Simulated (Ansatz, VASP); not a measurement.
# Two plane-wave programs on SiO2

```xyz
18
Lattice="5.2383 0.0000 0.0000 0.0000 7.4406 0.0000 0.0000 0.0000 8.1229" Properties=species:S:1:pos:R:3 pbc="T T T"
Si    1.3096    1.5726    0.8550
Si    3.9287    5.8680    7.2679
Si    3.9287    1.5726    7.2679
Si    1.3096    5.8680    0.8550
Si    1.3096    3.7203    3.1426
Si    3.9287    3.7203    4.9802
O     0.0000    1.9544    0.0000
O     2.6191    5.4862    0.0000
O     0.0000    5.4862    0.0000
O     2.6191    1.9544    0.0000
O     1.3096    0.0000    1.2044
O     3.9287    0.0000    6.9184
O     1.3096    2.3950    2.2290
O     3.9287    5.0456    5.8938
O     3.9287    2.3950    5.8938
O     1.3096    5.0456    2.2290
O     2.6191    3.7203    4.0614
O     0.0000    3.7203    4.0614
```

Alike in both runs: task electric field gradients; functional r2SCAN; k mesh 4 × 3 × 3; occupations fermi-dirac, width 0.02 eV; no spin polarisation.

|  | VASP | Ansatz |
| --- | --- | --- |
| version | VASP 6.6.1 | Ansatz 0.2.0 |
| potentials or method | VASP PAW PBE potentials, release 64 (Si, O) | plane-wave PAW, scalar-relativistic |
| plane-wave cutoff (eV) | 520 | 500 |
| valence electrons in the cell | 96 | 96 |

```tsv
	VASP	Ansatz	Ansatz less VASP
gap on the k mesh at the Fermi level (eV)	6.17	6.18	+0.010
pressure (GPa)	0.2	-0.1	-0.34
rms of the force components (eV/Å)	0.007	0.016	+0.0088
size of Vzz on the site where it differs most (V/Å²)	96.2	106.3	+10.12
```

VASP's potentials were made for PBE, not for r2SCAN. Atom by atom the forces differ by 0.014 eV/Å (rms over components).
